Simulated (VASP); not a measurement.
Here is a VASP 6.6.1 calculation.

INCAR

```
SYSTEM = Cs
PREC = Accurate ; ENCUT = 520
EDIFF = 1E-6 ; ISMEAR = 1
SIGMA = 0.1 ; LREAL = .FALSE.
LASPH = .TRUE. ; NELM = 150
ALGO = Normal ; ISIF = 2
LWAVE = .FALSE. ; LCHARG = .TRUE.
MAGMOM = 0 0 0 ; LORBIT = 11
LSORBIT = .TRUE. ; GGA_COMPAT = .FALSE.
LORBMOM = .TRUE. ; GGA = PS
LVHAR = .TRUE. ; NBANDS = 20
```

KPOINTS

```
Automatic mesh
0
G
  5 5 5
  0 0 0
```

Contents of POSCAR:

```
Cs
1.0
   -3.1284650614      3.1284650614      3.1284650614
    3.1284650614     -3.1284650614      3.1284650614
    3.1284650614      3.1284650614     -3.1284650614
Cs
1
Direct
    0.0000000000      0.0000000000      0.0000000000
```

Potentials or basis: VASP PAW PBE potentials, release 64 (Cs_sv).

Command:

```sh
$ cat potpaw_PBE.64/Cs_sv/POTCAR > POTCAR
$ mpirun -np 1 vasp_ncl > vasp.out
```

Q: What does it give for the net moment?

A: 0.00 μB per cell.

Q: Predict the pressure.

A: -0.2 GPa.

Moments on the atoms (μB; x, y, z):
```
Cs  0.00 0.00 0.00
```

Caveat: the PAW data sets were made with another functional, which shifts forces and pressure a little.
